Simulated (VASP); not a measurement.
# Sr (Cmcm) in VASP: notebook

Runs on Sr. Level: PBEsol. Tasks: single point.

Program: VASP 6.6.1. These are calculated values, not measurements. Logs are shortened: lines on timing, memory, paths and dates and some standing lists are left out, and cuts for length are marked.

### Step 1. The cell of the first run

It takes space group Cmcm (No. 63, orthorhombic). Conventional cell: a = 3.880 Å, b = 8.319 Å, c = 6.397 Å, α = 90.00°, β = 90.00°, γ = 90.00°. Within 5.1 Å of Sr (site symmetry m2m) lie 12 Sr at 3.88 to 4.59 Å.

### Step 2. Single point, PBEsol

The input, INCAR:

```
SYSTEM = Sr
ALGO = Fast ; EDIFF = 1E-6
ENCUT = 520 ; GGA = PS
ISIF = 2 ; ISMEAR = 0
LASPH = .TRUE. ; LCHARG = .TRUE.
LELF = .TRUE. ; LREAL = .FALSE.
LVHAR = .TRUE. ; LWAVE = .FALSE.
NBANDS = 17 ; NELM = 80
PREC = Accurate ; SIGMA = 0.15
```

The input, KPOINTS:

```
k-points
0
G
  12 12 8
  0 0 0
```

The input, POSCAR:

```
Sr
1.0
    3.8799464364      0.0000000000      0.0000000000
   -1.9399732182      4.1592987516      0.0000000000
    0.0000000000      0.0000000000      6.3970297469
Sr
2
Direct
    0.3333333333      0.6666666667      0.2500000000
    0.6666666667      0.3333333333      0.7500000000
```

Potentials or basis: VASP PAW PBE potentials, release 64 (Sr_sv).

Run with:

```
cat potpaw_PBE.64/Sr_sv/POTCAR > POTCAR
mpirun -np 1 vasp_std > vasp.out
```

OUTCAR:

```text
SYSTEM = Sr
   EDIFF = 1E-6
   ENCUT = 520
   GGA = PS
   ISIF = 2
   ISMEAR = 0
   LASPH = .TRUE.
   LREAL = .FALSE.
   NELM = 80
   PREC = Accurate

 ion  position               nearest neighbor table
   1  0.333  0.667  0.250-   2 3.99   2 3.99   2 3.99   2 3.99   2 4.23   2 4.23
   2  0.667  0.333  0.750-   1 3.99   1 3.99   1 3.99   1 3.99   1 4.23   1 4.23

  LATTYP: Found a base centered orthorhombic cell.
 ALAT       =     3.8799464364
 B/A-ratio  =     2.1439980267
 C/A-ratio  =     1.6487417679

  Lattice vectors:

 A1 = (   1.9399732182,  -4.1592987516,   0.0000000000)
 A2 = (   1.9399732182,   4.1592987516,   0.0000000000)
 A3 = (   0.0000000000,   0.0000000000,   6.3970297469)

Analysis of symmetry for initial positions (statically):
=====================================================================
 Subroutine PRICEL returns:
 Original cell was already a primitive cell.

 Routine SETGRP: Setting up the symmetry group for a
 base centered orthorhombic supercell.

 Subroutine GETGRP returns: Found  8 space group operations
 (whereof  4 operations were pure point group operations)
 out of a pool of  8 trial point group operations.

The static configuration has the point symmetry C_2h.
 The point group associated with its full space group is D_2h.

Analysis of symmetry for dynamics (positions and initial velocities):
=====================================================================
 Subroutine PRICEL returns:
 Original cell was already a primitive cell.

 Routine SETGRP: Setting up the symmetry group for a
 base centered orthorhombic supercell.

 Subroutine GETGRP returns: Found  8 space group operations
 (whereof  4 operations were pure point group operations)
 out of a pool of  8 trial point group operations.

The dynamic configuration has the point symmetry C_2h.
 The point group associated with its full space group is D_2h.

 Subroutine INISYM returns: Found  8 space group operations
 (whereof  4 operations are pure point group operations),
 and found     1 'primitive' translations

----------------------------------------------------------------------------------------

                                     Primitive cell

  volume of cell :     103.2343

  direct lattice vectors                    reciprocal lattice vectors
     3.879946436  0.000000000  0.000000000     0.257735517  0.120212572  0.000000000
    -1.939973218  4.159298752  0.000000000     0.000000000  0.240425144  0.000000000
     0.000000000  0.000000000  6.397029747     0.000000000  0.000000000  0.156322550

  length of vectors
     3.879946436  4.589472975  6.397029747     0.284391735  0.240425144  0.156322550

  position of ions in fractional coordinates (direct lattice)
     0.333333333  0.666666667  0.250000000
     0.666666667  0.333333333  0.750000000

  ion indices of the primitive-cell ions
   primitive index   ion index
                 1           1
                 2           2

----------------------------------------------------------------------------------------

 KPOINTS: k-points

Automatic generation of k-mesh.
 Grid dimensions read from file:
 generate k-points for:   12   12    8

 Generating k-lattice:

  Cartesian coordinates                     Fractional coordinates (reciprocal lattice)
     0.021477960  0.010017714  0.000000000     0.083333333 -0.000000000  0.000000000
     0.000000000  0.020035429  0.000000000     0.000000000  0.083333333  0.000000000
     0.000000000  0.000000000  0.019540319     0.000000000  0.000000000  0.125000000

  Length of vectors
     0.023699311  0.020035429  0.019540319

  Shift w.r.t. Gamma in fractional coordinates (k-lattice)
     0.000000000  0.000000000  0.000000000

 Subroutine IBZKPT returns following result:
 ===========================================

 Found    215 irreducible k-points:

 Following reciprocal coordinates:
            Coordinates               Weight
  0.000000  0.000000  0.000000      1.000000
  0.083333  0.000000  0.000000      4.000000
  0.166667  0.000000  0.000000      4.000000
  0.250000  0.000000  0.000000      4.000000
  0.333333  0.000000  0.000000      4.000000
  0.416667  0.000000  0.000000      4.000000
[... 16 lines left out ...]
  0.333333  0.166667  0.000000      4.000000
  0.416667  0.166667  0.000000      4.000000
 [... further k-points ...]
   k-points           NKPTS =    215   k-points in BZ     NKDIM =    215   number of bands    NBANDS=     17
   number of dos      NEDOS =    301   number of ions     NIONS =      2
   total plane-waves  NPLWV =  51840
   dimension x,y,z NGX =    30 NGY =   36 NGZ =   48
   dimension x,y,z NGXF=    60 NGYF=   72 NGZF=   96
   ions per type =               2
   NGX,Y,Z   is equivalent  to a cutoff of  12.85, 13.04, 12.47 a.u.
   NGXF,Y,Z  is equivalent  to a cutoff of  25.71, 26.08, 24.95 a.u.
 SYSTEM =  Sr
   PREC   = accura    normal or accurate (medium, high low for compatibility)
   ISTART =      0    job   : 0-new  1-cont  2-samecut
   ICHARG =      2    charge: 1-file 2-atom 10-const
   ISPIN  =      1    spin polarized calculation?
   LNONCOLLINEAR =      F non collinear calculations
   LSORBIT =      F    spin-orbit coupling
   LASPH  =      T    aspherical Exc in radial PAW
   ENCUT  =  520.0 eV  38.22 Ry    6.18 a.u.   7.21  8.53 11.89*2*pi/ulx,y,z
   NELM   =     80;   NELMIN=  2; NELMDL= -5     # of ELM steps
   EDIFF  = 0.1E-05   stopping-criterion for ELM
   LREAL  =      F    real-space projection
   EDIFFG = 0.1E-04   stopping-criterion for IOM
   NSW    =      0    number of steps for IOM
   IBRION =     -1    ionic relax: 0-MD 1-quasi-New 2-CG
   NFREE  =      0    steps in history (QN), initial steepest desc. (CG)
   ISIF   =      2    stress and relaxation
   ISYM   =      2    0-nonsym 1-usesym 2-fastsym
   POTIM  = 0.5000    time-step for ionic-motion
   TEBEG  =    0.0;   TEEND  =   0.0 temperature during run
   PSTRESS=    0.0 pullay stress
   NELECT =      20.0000    total number of electrons
   NUPDOWN=      -1.0000    fix difference up-down
   EMIN   =  10.00;   EMAX   =-10.00  energy-range for DOS
   EFERMI =   0.00;   METHOD = LEGACY
   ISMEAR =     0;   SIGMA  =   0.15  broadening in eV -4-tet -1-fermi 0-gaus
   EFERMI_NEDOS =   21; number of points for ismear=-14 and -15
   IALGO  =     68    algorithm
   IMIX   =      4    mixing-type and parameters
     AMIX     =   0.40;   BMIX     =  1.00
     AMIX_MAG =   1.60;   BMIX_MAG =  1.00
  volume/ion in A,a.u.               =      51.62       348.33
  Fermi-wavevector in a.u.,A,eV,Ry     =   0.947276  1.790093 12.208953  0.897333
  Thomas-Fermi vector in A             =   2.075354
   LORBIT       =      0    0 simple, 1 ext, 2 COOP (PROOUT), +10 PAW based schemes
   GGA     = PS    functional components
   LHFCALC =     F    Hartree Fock is set to
   AEXX    =    0.0000 exact exchange contribution
   IVDW    =     0    specifies the selected vdW correction
   LEPSILON=     F    determine dielectric tensor
   LRPA    =     F    only Hartree local field effects (RPA)
 non-spin polarized calculation
 RMM-DIIS sequential band-by-band and
 Gauss-broadening in eV      SIGMA  =   0.15
  energy-cutoff  :      520.00
  volume of cell :      103.23
 maximum number of plane-waves:      2816
 NGX is ok and might be reduce to    30
   NGX = 15   NGY = 17   NGZ = 23

 number of electron      20.0000000 magnetization

 Free energy of the ion-electron system (eV)
  ---------------------------------------------------
  ext. energy  EPLUGINS =         0.00000000
  ---------------------------------------------------
  free energy    TOTEN  =        -3.48367161 eV

  energy without entropy =       -3.45135327  energy(sigma->0) =       -3.46751244

 E-fermi :   1.6543     XC(G=0):  -7.6229

 val. band max:        1.6504896227   @ k =   0.3333   0.0833   0.1250
 cond. band min:       1.6556398686   @ k =   0.1667   0.4167   0.3750
 fundamental gap:      0.0051502459
 Fermi energy:         1.6543173715

 k-point     1 :       0.0000    0.0000    0.0000
  band No.  band energies     occupation
      1     -34.7431      2.00000
      2     -34.7142      2.00000
      3     -16.9229      2.00000
      4     -16.7019      2.00000
      5     -16.6487      2.00000
      6     -16.6471      2.00000
[... 9 lines left out ...]
     16       5.0486      0.00000
     17       5.0720      0.00000

 k-point     2 :       0.0833    0.0000    0.0000
  band No.  band energies     occupation
      1     -34.7414      2.00000
      2     -34.7134      2.00000
      3     -16.9157      2.00000
      4     -16.7032      2.00000
      5     -16.6701      2.00000
      6     -16.6445      2.00000
[... 9 lines left out ...]
     16       4.8000      0.00000
     17       5.1264      0.00000

 k-point     3 :       0.1667    0.0000    0.0000
  band No.  band energies     occupation
      1     -34.7367      2.00000
      2     -34.7114      2.00000
      3     -16.8948      2.00000
      4     -16.7196      2.00000
      5     -16.7096      2.00000
      6     -16.6639      2.00000
[... 9 lines left out ...]
     16       4.3657      0.00000
     17       4.8033      0.00000

 k-point     4 :       0.2500    0.0000    0.0000
  band No.  band energies     occupation
      1     -34.7298      2.00000
      2     -34.7091      2.00000
      3     -16.8631      2.00000
      4     -16.7844      2.00000
      5     -16.7521      2.00000
      6     -16.6945      2.00000
[... 9 lines left out ...]
     16       4.2735      0.00000
     17       4.9347      0.00000
[... 343 lines left out ...]
      1     -34.7264      2.00000
      2     -34.7102      2.00000
      3     -16.8346      2.00000
      4     -16.7971      2.00000
      5     -16.7521      2.00000
      6     -16.7219      2.00000
[... 9 lines left out ...]
     16       5.3729      0.00000
     17       5.7803      0.00000

 k-point    23 :       0.3333    0.1667    0.0000
  band No.  band energies     occupation
      1     -34.7191      2.00000
      2     -34.7088      2.00000
      3     -16.8578      2.00000
      4     -16.8165      2.00000
      5     -16.7958      2.00000
      6     -16.7185      2.00000
[... 9 lines left out ...]
     16       5.5951      0.00000
     17       5.8400      0.00000

 k-point    24 :       0.4167    0.1667    0.0000
  band No.  band energies     occupation
      1     -34.7132      2.00000
      2     -34.7088      2.00000
      3     -16.8985      2.00000
      4     -16.8673      2.00000
      5     -16.7603      2.00000
      6     -16.7131      2.00000
[... 9 lines left out ...]
     16       5.2641      0.00000
     17       5.6891      0.00000

 [... further k-points ...]

------------------------ aborting loop because EDIFF is reached ----------------------------------------

  FORCE on cell =-STRESS in cart. coord.  units (eV):
  Direction    XX          YY          ZZ          XY          YZ          ZX
  --------------------------------------------------------------------------------------
  -------------------------------------------------------------------------------------
  Total        1.5322271     -1.4785438      1.0719208      0.0000000      0.0000000      0.0000000
  in kB       23.7798712    -22.9467175     16.6360066      0.0000000      0.0000000      0.0000000
  external PRESSURE =       5.8230534 kB  Pullay stress =       0.0000000 kB

 VOLUME and BASIS-vectors are now :
 -----------------------------------------------------------------------------
  energy-cutoff  :      520.00
  volume of cell :      103.23
      direct lattice vectors                 reciprocal lattice vectors
     3.879946436  0.000000000  0.000000000     0.257735517  0.120212572  0.000000000
    -1.939973218  4.159298752  0.000000000     0.000000000  0.240425144  0.000000000
     0.000000000  0.000000000  6.397029747     0.000000000  0.000000000  0.156322550

 POSITION                                       TOTAL-FORCE (eV/Angst)
 -----------------------------------------------------------------------------------
     -0.00000      2.77287      1.59926         0.000000      0.278843      0.000000
      1.93997      1.38643      4.79777         0.000000     -0.278843      0.000000
 -----------------------------------------------------------------------------------
    total drift:                               -0.000000      0.000000     -0.000000

  FREE ENERGIE OF THE ION-ELECTRON SYSTEM (eV)
  ---------------------------------------------------
  free  energy   TOTEN  =        -3.4836716078 eV

  energy  without entropy=       -3.4513532663  energy(sigma->0) =       -3.46751244
```

Wall time 3.8 min (1 thread of AMD EPYC 9R45 (Zen 5), shared host); peak memory 0.42 GiB.

What came out:

```yaml
Free_energy: -3.4837 eV
Pressure: 0.6 GPa
Largest_force: 0.279 eV/Å
Band_gap_on_the_k_mesh: zero (bands 10 and 11 overlap by 0.28 eV)
```

Forces in eV/Å, atoms in the order of the input:
```
Sr   0.000  0.279  0.000
Sr   0.000 -0.279  0.000
```

Stress tensor (GPa, compression positive):
```
 2.38  0.00  0.00
 0.00 -2.29  0.00
 0.00  0.00  1.66
```

Caveat: the cell differs from its parent crystal (strain +e along x and -e along y -0.1100, strain +e along z and -e/2 along x and y -0.0700); the PAW data sets were made with another functional, which shifts forces and pressure a little.

### Step 3. Single point, PBEsol

The input, INCAR:

```
PREC = Accurate
ENCUT = 520
EDIFF = 1E-7
ISMEAR = 0
SIGMA = 0.15
LREAL = False
LASPH = True
NELM = 60
ALGO = Fast
ISIF = 2
LWAVE = False
LCHARG = False
GGA = PS
NBANDS = 17
```

The input, KPOINTS:

```
Automatic mesh
0
Gamma
  12 12 8
```

The input, POSCAR:

```
Sr
1.0
    3.6842712999      0.0000000000      0.0000000000
   -1.8421356499      3.9898391125      0.0000000000
    0.0000000000      0.0000000000      7.0387962796
Sr
2
Direct
    0.3333333333      0.6666666667      0.2500000000
    0.6666666667      0.3333333333      0.7500000000
```

Potentials or basis: VASP PAW PBE potentials, release 64 (Sr_sv).

Run with:

```
cat potpaw_PBE.64/Sr_sv/POTCAR > POTCAR
mpirun -np 1 vasp_std > vasp.out
```

Run time: 5.6 min. Hardware: 1 thread of AMD EPYC 9R45 (Zen 5), shared host; peak memory 0.42 GiB.

The run converged. Its results:

```yaml
Free_energy: -3.4627 eV
Pressure: 0.4 GPa
Largest_force: 0.176 eV/Å
Band_gap_on_the_k_mesh: zero (bands 10 and 11 overlap by 0.19 eV)
```

Forces on the atoms (eV/Å):
```
Sr   0.000  0.176  0.000
Sr   0.000 -0.176  0.000
```

Stress tensor (GPa, compression positive):
```
 4.19  0.00  0.00
 0.00 -2.06  0.00
 0.00  0.00 -0.86
```

Levels at points of the mesh, in eV from the Fermi level:
```tsv
k point	band 6	band 7	band 8	band 9	band 10	band 11	band 12	band 13	band 14	band 15
(0.00, 0.00, 0.00)	-18.30	-18.26	-18.23	-3.68	-1.23	0.05	1.40	1.78	2.14	3.00
(0.50, 0.00, 0.00)	-18.35	-18.33	-18.33	-0.71	-0.18	0.06	0.50	1.23	2.23	2.32
(0.00, 0.50, 0.00)	-18.33	-18.28	-18.24	-1.50	-0.87	-0.01	0.17	1.01	1.34	3.52
(0.00, 0.00, 0.50)	-18.33	-18.24	-18.24	-2.74	-2.74	1.14	1.14	1.48	1.48	3.66
(0.50, 0.00, 0.50)	-18.36	-18.33	-18.33	-0.60	-0.60	0.62	0.62	1.53	1.53	2.91
(0.00, 0.50, 0.50)	-18.36	-18.26	-18.26	-1.13	-1.13	-0.03	-0.03	1.11	1.11	4.23
```

Caveat: the cell differs from its parent crystal (strain +e along x and -e along y -0.1100, strain +e along z and -e/2 along x and y +0.0233); the stress differs along the axes, from -2 to 4 GPa; the PAW data sets were made with another functional, which shifts forces and pressure a little.
